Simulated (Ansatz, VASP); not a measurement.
Two plane-wave programs on Be2TeI

```
Be Te I
1.0
     3.78597    0.00000    0.00000
    -1.89298    3.27874    0.00000
     0.00000    0.00000    6.23772
Be Te I
2 1 1
Direct
  0.66667 0.33333 0.25000
  0.66667 0.33333 0.75000
  0.00000 0.00000 0.00000
  0.33333 0.66667 0.50000
```

Alike in both runs: task relaxation of cell and atoms; functional PBE; k mesh 6 × 6 × 4; occupations gaussian, width 0.1 eV; no spin polarisation.

|  | VASP | Ansatz |
| --- | --- | --- |
| version | VASP 6.6.1 | Ansatz 0.2.0 |
| potentials or method | VASP PAW PBE potentials, release 64 (Be, Te, I), cutoff 600 eV | scalar-relativistic, plane waves, PAW |
| valence electrons in the cell | 17 | 37 |

|  | VASP | Ansatz | Ansatz less VASP |
| --- | --- | --- | --- |
| gap on the k mesh at the Fermi level, each at its own relaxed structure (eV) | none | none | - |
| relaxed volume (Å³/atom) | 20.82 | 20.96 | +0.137 |
| relaxed length of the cell vector where the two differ most in proportion (Å) | 3.841 | 3.855 | +0.0139 |

A gap of «none» marks a metal or a gap that the smearing closes. VASP's potentials hold 17 valence electrons a cell and Ansatz's 37, so a difference there can come from the potentials and not from the codes.

Spin-orbit coupling is off throughout.
